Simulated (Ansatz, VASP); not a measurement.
## Two plane-wave programs on BaS

```
CELL_PARAMETERS angstrom
0.00000 3.51969 3.51969
3.51969 0.00000 3.51969
3.51969 3.51969 0.00000
ATOMIC_POSITIONS crystal
Ba 0.00000 0.00000 0.00000
S 0.25000 0.25000 0.25000
```

Alike in both runs: task single point; functional PBE; k mesh 4 × 4 × 4; occupations gaussian, width 0.05 eV; no spin polarisation.

|  | VASP | Ansatz |
| --- | --- | --- |
| version | VASP 6.6.1 | Ansatz 0.2.0 |
| potentials or method | VASP PAW PBE potentials, release 64 (Ba_sv, S), cutoff 500 eV | scalar-relativistic, plane waves, PAW |
| valence electrons in the cell | 16 | 16 |

Ansatz gave:

```
gap on the k mesh at the Fermi level (eV) : 2.75
least direct gap on the mesh (eV)         : 3.42
pressure (GPa)                            : 0.0
```

**Question.** Estimate VASP's values.

**Answer.** gap on the k mesh at the Fermi level (eV): 2.76; least direct gap on the mesh (eV): 3.41; pressure (GPa): 0.4.

The functional is the same, so the differences come from potentials, cutoffs and numerics.

Spin-orbit coupling is off throughout.
